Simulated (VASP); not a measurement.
# P in VASP: a series of runs

The runs below take P through single point, with r2SCAN.

All numbers are computed with VASP 6.6.1; they aren't measurements. Logs are shortened: lines on timing, memory, paths and dates and some standing lists are left out, and cuts for length are marked.

## Step 1: The cell of the first run

The cell holds a slab with vacuum, 2 atoms: a = 3.280 Å, b = 3.280 Å, c = 28.000 Å, α = 90.00°, β = 90.00°, γ = 120.00°.

## Step 2: Single point, r2SCAN

POSCAR

```
P
1.0
    3.2800000000      0.0000000000      0.0000000000
   -1.6400000000      2.8405633244      0.0000000000
    0.0000000000      0.0000000000     28.0000000000
P
2
Direct
    0.3333333333      0.6666666667      0.5327678571
    0.6666666667      0.3333333333      0.4672321429
```

INCAR.step1

```
SYSTEM = P
PREC     = Accurate       ! precision mode
ENCUT    = 520            ! plane-wave cutoff, eV
ISMEAR   = 0              ! smearing method
SIGMA    = 0.02           ! smearing width, eV
LREAL    = .FALSE.        ! projectors in reciprocal space
LASPH    = .TRUE.         ! aspherical terms in the spheres
NELM     = 60             ! most SCF steps
LDIPOL   = .TRUE.       
IDIPOL   = 3            
DIPOL    = 0.5 0.5 0.500
NBANDS   = 12             ! bands
GGA      = PE             ! functional
ALGO     = Normal         ! electronic algorithm
EDIFF    = 1E-4           ! SCF threshold, eV
LWAVE    = .TRUE.         ! write WAVECAR
LCHARG   = .FALSE.        ! write CHGCAR
```

INCAR.step2

```
SYSTEM = P
PREC     = Accurate       ! precision mode
ENCUT    = 520            ! plane-wave cutoff, eV
EDIFF    = 1E-7           ! SCF threshold, eV
ISMEAR   = 0              ! smearing method
SIGMA    = 0.02           ! smearing width, eV
LREAL    = .FALSE.        ! projectors in reciprocal space
LASPH    = .TRUE.         ! aspherical terms in the spheres
NELM     = 60             ! most SCF steps
ALGO     = Normal         ! electronic algorithm
ISIF     = 2              ! what is computed and relaxed
LWAVE    = .FALSE.        ! write WAVECAR
LCHARG   = .FALSE.        ! write CHGCAR
LDIPOL   = .TRUE.       
IDIPOL   = 3            
DIPOL    = 0.5 0.5 0.500
METAGGA  = R2SCAN         ! meta-GGA
LMIXTAU  = .TRUE.       
NBANDS   = 12             ! bands
ISTART   = 1
```

KPOINTS

```
Automatic mesh
0
G
  9 9 1
  0 0 0
```

Potentials or basis: VASP PAW PBE potentials, release 64 (P).

Launch:

```console
$ cat potpaw_PBE.64/P/POTCAR > POTCAR
$ cp INCAR.step1 INCAR
$ mpirun -np 1 vasp_std > vasp.out
$ cp INCAR.step2 INCAR
$ mpirun -np 1 vasp_std > vasp.out
```

OUTCAR:

```text
SYSTEM = P
   PREC = Accurate
   ENCUT = 520
   EDIFF = 1E-7
   ISMEAR = 0
   LREAL = .FALSE.
   LASPH = .TRUE.
   NELM = 60
   ISIF = 2
   METAGGA = R2SCAN
   ISTART = 1

 ion  position               nearest neighbor table
   1  0.333  0.667  0.533-   2 2.64   2 2.64   2 2.64
   2  0.667  0.333  0.467-   1 2.64   1 2.64   1 2.64

  LATTYP: Found a hexagonal cell.
 ALAT       =     3.2800000000
 C/A-ratio  =     8.5365853659

  Lattice vectors:

 A1 = (   3.2800000000,   0.0000000000,   0.0000000000)
 A2 = (  -1.6400000000,   2.8405633244,   0.0000000000)
 A3 = (   0.0000000000,   0.0000000000,  28.0000000000)

Analysis of symmetry for initial positions (statically):
=====================================================================
 Subroutine PRICEL returns:
 Original cell was already a primitive cell.

 Routine SETGRP: Setting up the symmetry group for a
 hexagonal supercell.

 Subroutine GETGRP returns: Found 12 space group operations
 (whereof 12 operations were pure point group operations)
 out of a pool of 24 trial point group operations.

The static configuration has the point symmetry D_3d.

Analysis of symmetry for dynamics (positions and initial velocities):
=====================================================================
 Subroutine PRICEL returns:
 Original cell was already a primitive cell.

 Routine SETGRP: Setting up the symmetry group for a
 hexagonal supercell.

 Subroutine GETGRP returns: Found 12 space group operations
 (whereof 12 operations were pure point group operations)
 out of a pool of 24 trial point group operations.

The dynamic configuration has the point symmetry D_3d.

 Subroutine INISYM returns: Found 12 space group operations
 (whereof 12 operations are pure point group operations),
 and found     1 'primitive' translations

----------------------------------------------------------------------------------------

                                     Primitive cell

  volume of cell :     260.8773

  direct lattice vectors                    reciprocal lattice vectors
     3.280000000  0.000000000  0.000000000     0.304878049  0.176021424  0.000000000
    -1.640000000  2.840563324  0.000000000     0.000000000  0.352042847  0.000000000
     0.000000000  0.000000000 28.000000000     0.000000000  0.000000000  0.035714286

  length of vectors
     3.280000000  3.280000000 28.000000000     0.352042847  0.352042847  0.035714286

  position of ions in fractional coordinates (direct lattice)
     0.333333333  0.666666667  0.532767857
     0.666666667  0.333333333  0.467232143

  ion indices of the primitive-cell ions
   primitive index   ion index
[... 77 lines left out ...]
   EFERMI_NEDOS =   21; number of points for ismear=-14 and -15
   IALGO  =     38    algorithm
   IMIX   =      4    mixing-type and parameters
     AMIX     =   0.40;   BMIX     =  1.00
     AMIX_MAG =   1.60;   BMIX_MAG =  1.00
  volume/ion in A,a.u.               =     130.44       880.24
  Fermi-wavevector in a.u.,A,eV,Ry     =   0.551988  1.043105  4.145564  0.304690
  Thomas-Fermi vector in A             =   1.584231
   LORBIT       =      0    0 simple, 1 ext, 2 COOP (PROOUT), +10 PAW based schemes
   METAGGA = R2SCAN    functional components
   LHFCALC =     F    Hartree Fock is set to
   AEXX    =    0.0000 exact exchange contribution
   IVDW    =     0    specifies the selected vdW correction
   LEPSILON=     F    determine dielectric tensor
   LRPA    =     F    only Hartree local field effects (RPA)
 non-spin polarized calculation
 Gauss-broadening in eV      SIGMA  =   0.02
  energy-cutoff  :      520.00
  volume of cell :      260.88
 maximum number of plane-waves:      7086
   NGX = 13   NGY = 13   NGZ =105

 number of electron       9.9999997 magnetization

 dipolmoment           0.000000      0.000000     -0.000000 electrons x Angstroem

 Free energy of the ion-electron system (eV)
  ---------------------------------------------------
  ext. energy  EPLUGINS =         0.00000000
  ---------------------------------------------------
  free energy    TOTEN  =       -15.62818623 eV

  energy without entropy =      -15.62744047  energy(sigma->0) =      -15.62781335

 E-fermi :  -2.8161     XC(G=0):  -1.9997

 val. band max:       -2.8349227242   @ k =   0.3333   0.0000   0.0000
 cond. band min:      -2.7921967785   @ k =   0.3333   0.2222   0.0000
 fundamental gap:      0.0427259457
 Fermi energy:        -2.8160756540

 k-point     1 :       0.0000    0.0000    0.0000
  band No.  band energies     occupation
      1     -16.7003      2.00000
      2     -12.3099      2.00000
      3      -6.0761      2.00000
      4      -1.7164      0.00000
      5      -1.7164      0.00000
      6      -0.4762      0.00000
      7       0.3907      0.00000
      8       0.3907      0.00000
      9       1.5026      0.00000
     10       1.7479      0.00000
     11       1.8100      0.00000
     12       2.3745      0.00000
[... 151 lines left out ...]
 k-point    12 :       0.3333    0.3333    0.0000
  band No.  band energies     occupation
      1     -12.4815      2.00000
      2     -12.4815      2.00000
      3      -7.3841      2.00000
      4      -6.1880      2.00000
      5      -6.1880      2.00000
      6      -3.3399      2.00000
      7      -0.7987      0.00000
      8      -0.7987      0.00000
      9       4.2614      0.00000
     10       6.5493      0.00000
     11       6.5493      0.00000
     12       7.1523      0.00000

------------------------ aborting loop because EDIFF is reached ----------------------------------------

 vacuum level on the upper side and lower side of the slab       (xc-potential included)        -0.016        -0.016

  FORCE on cell =-STRESS in cart. coord.  units (eV):
  Direction    XX          YY          ZZ          XY          YZ          ZX
  --------------------------------------------------------------------------------------
  -------------------------------------------------------------------------------------
  Total       -1.3657169     -1.3657169     -9.2565878     -0.0000000     -0.0000000      0.0000000
  in kB       -8.3875458     -8.3875458    -56.8493047     -0.0000000     -0.0000000      0.0000000
  external PRESSURE =     -24.5414654 kB  Pullay stress =       0.0000000 kB

 VOLUME and BASIS-vectors are now :
 -----------------------------------------------------------------------------
  energy-cutoff  :      520.00
  volume of cell :      260.88
      direct lattice vectors                 reciprocal lattice vectors
     3.280000000  0.000000000  0.000000000     0.304878049  0.176021424  0.000000000
    -1.640000000  2.840563324  0.000000000     0.000000000  0.352042847  0.000000000
     0.000000000  0.000000000 28.000000000     0.000000000  0.000000000  0.035714286

 POSITION                                       TOTAL-FORCE (eV/Angst)
 -----------------------------------------------------------------------------------
     -0.00000      1.89371     14.91750         0.000000     -0.000000     -5.038866
      1.64000      0.94685     13.08250        -0.000000      0.000000      5.038866
 -----------------------------------------------------------------------------------
    total drift:                                0.000000      0.000000     -0.000000

  FREE ENERGIE OF THE ION-ELECTRON SYSTEM (eV)
  ---------------------------------------------------
  free  energy   TOTEN  =       -15.6281862334 eV

  energy  without entropy=      -15.6274404658  energy(sigma->0) =      -15.62781335

 vacuum level on the upper side and lower side of the slab         1.553         1.553
```

OUTCAR.step1:

```text
SYSTEM = P
   PREC = Accurate
   ENCUT = 520
   ISMEAR = 0
   LREAL = .FALSE.
   LASPH = .TRUE.
   NELM = 60
   GGA = PE
   EDIFF = 1E-4

[... 389 lines left out ...]
     -0.00000      1.89371     14.91750        -0.000000     -0.000000     -4.459739
      1.64000      0.94685     13.08250         0.000000      0.000000      4.459739
 -----------------------------------------------------------------------------------
    total drift:                                0.000000      0.000000     -0.000000

  FREE ENERGIE OF THE ION-ELECTRON SYSTEM (eV)
  ---------------------------------------------------
  free  energy   TOTEN  =        -8.7981129065 eV

  energy  without entropy=       -8.7966658761  energy(sigma->0) =       -8.79738939

 vacuum level on the upper side and lower side of the slab         1.349         1.349
```

It took 2.7 min on 1 thread of AMD EPYC 9R45 (Zen 5), shared host; peak memory 0.34 GiB.

Results:

```yaml
Free_energy: -15.6282 eV
Largest_force: 5.039 eV/Å
Band_gap_on_the_k_mesh: zero (bands 5 and 6 overlap by 1.62 eV)
```

Forces in eV/Å, atoms in the order of the input:
```
P    0.000  0.000 -5.039
P    0.000  0.000  5.039
```

Levels at points of the mesh, in eV from the Fermi level:
```tsv
k point	band 2	band 3	band 4	band 5	band 6	band 7	band 8	band 9
(0.00, 0.00, 0.00)	-9.49	-3.26	1.10	1.10	2.34	3.21	3.21	4.32
```

Caveat: the PAW data sets were made with another functional, which shifts forces and pressure a little.

## Step 3: Single point, r2SCAN

This run uses another cell than the first one.

POSCAR

```
P
1.0
    3.3430000000      0.0000000000      0.0000000000
   -1.6715000000      2.8951229249      0.0000000000
    0.0000000000      0.0000000000     28.0000000000
P
2
Direct
    0.3333333333      0.6666666667      0.5093571429
    0.6666666667      0.3333333333      0.4906428571
```

INCAR.step1

```
SYSTEM = P
  ALGO = Normal
  DIPOL = 0.5 0.5 0.500
  EDIFF = 1E-4
  ENCUT = 520
  GGA = PE
  IDIPOL = 3
  ISMEAR = 0
  LASPH = .TRUE.
  LCHARG = .FALSE.
  LDIPOL = .TRUE.
  LREAL = .FALSE.
  LWAVE = .TRUE.
  NBANDS = 12
  NELM = 60
  PREC = Accurate
  SIGMA = 0.02
```

INCAR.step2

```
SYSTEM = P
  ALGO = Normal
  DIPOL = 0.5 0.5 0.500
  EDIFF = 1E-6
  ENCUT = 520
  IDIPOL = 3
  ISIF = 2
  ISMEAR = 0
  ISTART = 1
  LASPH = .TRUE.
  LCHARG = .TRUE.
  LDIPOL = .TRUE.
  LELF = .TRUE.
  LMIXTAU = .TRUE.
  LREAL = .FALSE.
  LVACPOTAV = .TRUE.
  LVHAR = .TRUE.
  LWAVE = .FALSE.
  METAGGA = R2SCAN
  NBANDS = 12
  NELM = 60
  PREC = Accurate
  SIGMA = 0.02
```

KPOINTS

```
k-points
0
G
  9 9 1
  0 0 0
```

Potentials or basis: VASP PAW PBE potentials, release 64 (P).

Launch:

```console
$ cat potpaw_PBE.64/P/POTCAR > POTCAR
$ cp INCAR.step1 INCAR
$ mpirun -np 1 vasp_std > vasp.out
$ cp INCAR.step2 INCAR
$ mpirun -np 1 vasp_std > vasp.out
```

Wall time 3.5 min (1 thread of AMD EPYC 9R45 (Zen 5), shared host); peak memory 0.39 GiB.

The run converged. Its results:

```yaml
Free_energy: -15.6927 eV
Largest_force: 3.423 eV/Å
Band_gap_on_the_k_mesh: zero (bands 5 and 6 overlap by 1.84 eV)
```

Forces on the atoms (eV/Å):
```
P    0.000  0.000  3.423
P    0.000  0.000 -3.423
```

Levels at points of the mesh, in eV from the Fermi level:
```tsv
k point	band 1	band 2	band 3	band 4	band 5	band 6	band 7	band 8	band 9	band 10
(0.00, 0.00, 0.00)	-18.25	-7.21	-5.20	-5.20	0.57	0.75	0.88	0.88	4.11	4.19
```

Caveat: the PAW data sets were made with another functional, which shifts forces and pressure a little.

## Step 4: Single point, r2SCAN

This run uses another cell than the first one.

POSCAR

```
P
1.0
    3.3430000000      0.0000000000      0.0000000000
   -1.6715000000      2.8951229249      0.0000000000
    0.0000000000      0.0000000000     28.0000000000
P
2
Direct
    0.3333333333      0.6666666667      0.5187321429
    0.6666666667      0.3333333333      0.4812678571
```

INCAR.step1

```
SYSTEM = P
PREC     = Accurate       ! precision mode
ENCUT    = 520            ! plane-wave cutoff, eV
ISMEAR   = 0              ! smearing method
SIGMA    = 0.02           ! smearing width, eV
LREAL    = .False.        ! projectors in reciprocal space
LASPH    = .True.         ! aspherical terms in the spheres
NELM     = 80             ! most SCF steps
LDIPOL   = .True.       
IDIPOL   = 3            
DIPOL    = 0.5 0.5 0.500
NBANDS   = 12             ! bands
GGA      = PE             ! functional
ALGO     = Normal         ! electronic algorithm
EDIFF    = 1E-4           ! SCF threshold, eV
LWAVE    = .True.         ! write WAVECAR
LCHARG   = .False.        ! write CHGCAR
```

INCAR.step2

```
SYSTEM = P
PREC     = Accurate       ! precision mode
ENCUT    = 520            ! plane-wave cutoff, eV
EDIFF    = 1E-7           ! SCF threshold, eV
ISMEAR   = 0              ! smearing method
SIGMA    = 0.02           ! smearing width, eV
LREAL    = .False.        ! projectors in reciprocal space
LASPH    = .True.         ! aspherical terms in the spheres
NELM     = 80             ! most SCF steps
ALGO     = Normal         ! electronic algorithm
ISIF     = 2              ! what is computed and relaxed
LWAVE    = .False.        ! write WAVECAR
LCHARG   = .False.        ! write CHGCAR
LDIPOL   = .True.       
IDIPOL   = 3            
DIPOL    = 0.5 0.5 0.500
METAGGA  = R2SCAN         ! meta-GGA
LMIXTAU  = .True.       
NBANDS   = 12             ! bands
ISTART   = 1
```

KPOINTS

```
Automatic mesh
0
Gamma
  9 9 1
  0 0 0
```

Potentials or basis: VASP PAW PBE potentials, release 64 (P).

Launch:

```console
$ cat potpaw_PBE.64/P/POTCAR > POTCAR
$ cp INCAR.step1 INCAR
$ mpirun -np 1 vasp_std > vasp.out
$ cp INCAR.step2 INCAR
$ mpirun -np 1 vasp_std > vasp.out
```

OUTCAR:

```text
SYSTEM = P
   PREC = Accurate
   ENCUT = 520
   EDIFF = 1E-7
   ISMEAR = 0
   LREAL = .False.
   LASPH = .True.
   NELM = 80
   ISIF = 2
   METAGGA = R2SCAN
   ISTART = 1

 ion  position               nearest neighbor table
   1  0.333  0.667  0.519-   2 2.20   2 2.20   2 2.20
   2  0.667  0.333  0.481-   1 2.20   1 2.20   1 2.20

  LATTYP: Found a hexagonal cell.
 ALAT       =     3.3430000000
 C/A-ratio  =     8.3757104397

  Lattice vectors:

[... 357 lines left out ...]
 vacuum level on the upper side and lower side of the slab       (xc-potential included)        -0.008        -0.008

  FORCE on cell =-STRESS in cart. coord.  units (eV):
  Direction    XX          YY          ZZ          XY          YZ          ZX
  --------------------------------------------------------------------------------------
  -------------------------------------------------------------------------------------
  Total       -0.1767566     -0.1767566      2.5429037      0.0000000      0.0000000      0.0000000
  in kB       -1.0450207     -1.0450207     15.0341571      0.0000000      0.0000000      0.0000000
  external PRESSURE =       4.3147052 kB  Pullay stress =       0.0000000 kB

 VOLUME and BASIS-vectors are now :
 -----------------------------------------------------------------------------
  energy-cutoff  :      520.00
  volume of cell :      271.00
      direct lattice vectors                 reciprocal lattice vectors
     3.343000000  0.000000000  0.000000000     0.299132516  0.172704238  0.000000000
    -1.671500000  2.895122925  0.000000000     0.000000000  0.345408477  0.000000000
     0.000000000  0.000000000 28.000000000     0.000000000  0.000000000  0.035714286

 POSITION                                       TOTAL-FORCE (eV/Angst)
 -----------------------------------------------------------------------------------
     -0.00000      1.93008     14.52450        -0.000000     -0.000000      2.434602
      1.67150      0.96504     13.47550         0.000000      0.000000     -2.434602
 -----------------------------------------------------------------------------------
    total drift:                                0.000000      0.000000     -0.000000

  FREE ENERGIE OF THE ION-ELECTRON SYSTEM (eV)
  ---------------------------------------------------
  free  energy   TOTEN  =       -17.6407389363 eV

  energy  without entropy=      -17.6407389363  energy(sigma->0) =      -17.64073894

 vacuum level on the upper side and lower side of the slab         1.656         1.656
```

OUTCAR.step1:

```text
SYSTEM = P
   PREC = Accurate
   ENCUT = 520
   ISMEAR = 0
   LREAL = .False.
   LASPH = .True.
   NELM = 80
   GGA = PE
   EDIFF = 1E-4

[... 390 lines left out ...]
     -0.00000      1.93008     14.52450         0.000000     -0.000000      2.690304
      1.67150      0.96504     13.47550        -0.000000      0.000000     -2.690304
 -----------------------------------------------------------------------------------
    total drift:                               -0.000000      0.000000      0.000000

  FREE ENERGIE OF THE ION-ELECTRON SYSTEM (eV)
  ---------------------------------------------------
  free  energy   TOTEN  =       -10.4784995684 eV

  energy  without entropy=      -10.4784995684  energy(sigma->0) =      -10.47849957

 vacuum level on the upper side and lower side of the slab         1.640         1.640
```

Run time: 3.7 min. Hardware: 1 thread of AMD EPYC 9R45 (Zen 5), shared host; peak memory 0.38 GiB.

Results:

* Free energy: -17.6407 eV
* Largest force: 2.435 eV/Å
* Band gap on the k mesh: 0.97 eV (least direct gap 1.63 eV)

Forces in eV/Å, atoms in the order of the input:
```
P    0.000  0.000  2.435
P    0.000  0.000 -2.435
```

Levels at points of the mesh, in eV from the valence-band top:
```
           k point  band 3  band 4  band 5  band 6  band 7  band 8
(0.00, 0.00, 0.00)   -2.06   -2.06   -0.17    2.38    2.89    2.89
```

Caveat: the PAW data sets were made with another functional, which shifts forces and pressure a little.

## Step 5: Overview

```csv
cell,gap on the mesh (eV),largest force (eV/Å)
"a = 3.280, b = 3.280, c = 28.000 Å, angles 90.0, 90.0, 120.0°, 2 atoms, atomic positions A",none,5.04
"a = 3.343, b = 3.343, c = 28.000 Å, angles 90.0, 90.0, 120.0°, 2 atoms, atomic positions B",none,3.42
"a = 3.343, b = 3.343, c = 28.000 Å, angles 90.0, 90.0, 120.0°, 2 atoms, atomic positions C",0.97,2.43
```

Alike in all rows: task single point; level r2SCAN; potentials or basis VASP PAW PBE potentials, release 64 (P); no spin polarisation; k mesh 9 × 9 × 1; cutoff (eV) 520; smearing gaussian 0.02 eV.

Caveats: the PAW data sets were made with another functional, which shifts forces and pressure a little.

Total energies depend on the potentials used, so only differences within one code and one set of settings carry meaning.
